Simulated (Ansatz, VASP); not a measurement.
Sb: VASP beside Ansatz

```xyz
2
Lattice="2.1542 1.2437 3.7580 -2.1542 1.2437 3.7580 0.0000 -2.4875 3.7580" Properties=species:S:1:pos:R:3 pbc="T T T"
Sb    0.0000    0.0000    2.6324
Sb    0.0000    0.0000    8.6416
```

Alike in both runs: task relaxation of cell and atoms; functional PBEsol; k mesh 9 × 9 × 9; occupations fermi-dirac, width 0.05 eV; no spin polarisation.

|  | VASP | Ansatz |
| --- | --- | --- |
| version | VASP 6.6.1 | Ansatz 0.2.0 |
| potentials or method | VASP PAW PBE potentials, release 64 (Sb), cutoff 600 eV | plane waves, PAW |
| valence electrons in the cell | 10 | 30 |

```csv
,VASP,Ansatz,Ansatz less VASP
relaxed volume (Å³/atom),29.90,29.89,-0.006
relaxed cell length with the largest relative difference (Å),4.457,4.460,+0.0029
```

VASP's potentials were made for PBE, not for PBEsol. VASP's potentials hold 10 valence electrons a cell and Ansatz's 30, so a difference there can come from the potentials and not from the codes.

Spin-orbit coupling is off throughout.
